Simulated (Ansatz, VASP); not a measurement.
## ZrC in VASP and in Ansatz

Contents of INCAR:

```
SYSTEM = ZrC
PREC = Accurate ; ENCUT = 520
EDIFF = 1E-7 ; ISMEAR = 0
SIGMA = 0.1 ; LREAL = .FALSE.
LASPH = .TRUE. ; NELM = 80
ALGO = Normal ; ISIF = 2
LWAVE = .FALSE. ; LCHARG = .FALSE.
GGA = PE ; NBANDS = 15
```

Contents of KPOINTS:

```
regular mesh
0
G
  16 16 16
  0 0 0
```

The input POSCAR:

```
ZrC
1.0
    0.0000000000      2.3650000000      2.3650000000
    2.3650000000      0.0000000000      2.3650000000
    2.3650000000      2.3650000000      0.0000000000
Zr C
1 1
Direct
    0.5000000000      0.5000000000      0.5000000000
    0.0000000000      0.0000000000      0.0000000000
```

Input for Ansatz:

```yaml
crystal:
  lattice:
    - [0.0, 2.365, 2.365]
    - [2.365, 0.0, 2.365]
    - [2.365, 2.365, 0.0]
  atoms:
    - { symbol: Zr, position: [0.5, 0.5, 0.5] }
    - { symbol: C, position: [0.0, 0.0, 0.0] }
basis:
  ecutwfc: 420
kpoints:
  mp_grid: { grid: [16, 16, 16] }
hamiltonian:
  xc: pbe
scf:
  occupations: { method: gaussian, width: 0.1 }
output:
  forces: true
  stress: true
  eigenvalues: true
  populations: true
```

Alike in both runs: task single point; functional PBE; k mesh 16 × 16 × 16; occupations gaussian, width 0.1 eV; no spin polarisation.

|  | VASP | Ansatz |
| --- | --- | --- |
| version | VASP 6.6.1 | Ansatz 0.2.0 |
| potentials or method | VASP PAW PBE potentials, release 64 (Zr_sv, C), cutoff 520 eV | scalar-relativistic, plane waves, PAW |
| valence electrons in the cell | 16 | 16 |

```tsv
	VASP	Ansatz	Ansatz less VASP
gap on the k mesh at the Fermi level (eV)	none	none	-
pressure (GPa)	-2.7	-2.9	-0.24
```

A gap of «none» marks a metal or a gap that the smearing closes.
